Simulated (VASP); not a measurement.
**PbSe: electric field gradients with PBE**

The system is PbSe.

```
CELL_PARAMETERS angstrom
0.00000 3.01024 3.01024
3.01024 0.00000 3.01024
3.01024 3.01024 0.00000
ATOMIC_POSITIONS crystal
Pb 0.00000 0.00000 0.00000
Se 0.50000 0.50000 0.50000
```

This cell differs from its parent crystal: volume scaled by 0.95.

```yaml
Program: VASP 6.6.1
Task: electric field gradients
Functional: PBE
Potentials_or_basis: VASP PAW PBE potentials, release 64 (Pb_d, Se)
Cutoff: 520 eV
k_mesh: 7 × 7 × 7
Occupations: fermi-dirac, width 0.02 eV
Spin: no spin polarisation
Dipole_correction: no
Further_INCAR_settings: ALGO = Normal; EDIFF = 1e-08; NBANDS = 17
```

```
Pressure : 5.5 GPa
```

Levels at points of the mesh, in eV from the Fermi level:
```csv
k point,band 6,band 7,band 8,band 9,band 10,band 11,band 12,band 13,band 14,band 15
"(0.00, 0.00, 0.00)",-14.18,-6.37,-2.26,-2.26,-2.26,4.68,4.68,4.68,6.26,6.26
```

Wall time 29 s on 1 thread of AMD EPYC 7R43 64-Core Processor (Zen 3), with other jobs on the host, peak memory 0.14 GiB.

Caveat: this odd mesh misses L, where the gap lies, so gap, dielectric constants and Born charges aren't listed; without QUAD_EFG the Cq values of the log hold for a quadrupole moment of 1 mb, not for the nuclei; spin-orbit coupling is left out, which moves the levels of the heavy elements.
